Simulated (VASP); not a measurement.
Wanted: the native input for a VASP 6.6.1 run.

```yaml
Task: single point
Functional: PBE
Potentials_or_basis: VASP PAW PBE potentials, release 64 (Ti_sv, Co)
Cutoff: 520 eV
k_mesh: 8 × 12 × 8
Occupations: fermi-dirac, width 0.03 eV
Spin: collinear spin, antiferromagnetic start
Starting_moments: "[0.0, 0.0, 1.0, -1.0] μB"
Dipole_correction: no
Further_INCAR_settings: ALGO = Normal; EDIFF = 1e-07; NBANDS = 33
```

The structure of TiCo lies in POSCAR:

```
TiCo
1.0
    0.0000000000      2.9861109900      2.9861109900
    2.9861109900      0.0000000000      0.0000000000
    0.0000000000      2.9861109900     -2.9861109900
Ti Co
2 2
Direct
    0.0000000000      0.0000000000      0.0000000000
    0.5000000000      0.0000000000      0.5000000000
    0.5000000000      0.5000000000      0.0000000000
    0.0000000000      0.5000000000      0.5000000000
```

The input as run:

INCAR

```
  ALGO = Normal
  EDIFF = 1E-7
  ENCUT = 520
  GGA = PE
  ISIF = 2
  ISMEAR = -1
  ISPIN = 2
  LASPH = True
  LCHARG = False
  LMAXMIX = 4
  LORBIT = 11
  LREAL = False
  LWAVE = False
  MAGMOM = 0 0 1 -1
  NBANDS = 33
  NELM = 150
  PREC = Accurate
  SIGMA = 0.03
```

KPOINTS

```
k-points
0
Gamma
  8 12 8
```

Potentials or basis: VASP PAW PBE potentials, release 64 (Ti_sv, Co).

Run with:

```console
$ cat potpaw_PBE.64/Ti_sv/POTCAR potpaw_PBE.64/Co/POTCAR > POTCAR
$ mpirun -np 1 vasp_std > vasp.out
```

It gave:

- Pressure: -1.6 GPa
- Band gap on the k mesh: zero (filled and empty bands overlap)
- Net moment: 0.00 μB per cell
- Site moments: Ti +0.00; Co +0.69, -0.69 μB
- Valence electrons inside the program's atomic spheres: Ti 10.28; Co 8.30

Run time: 6.6 min on 1 thread of Intel Xeon 8259CL, with other jobs on the host, peak memory 0.38 GiB.
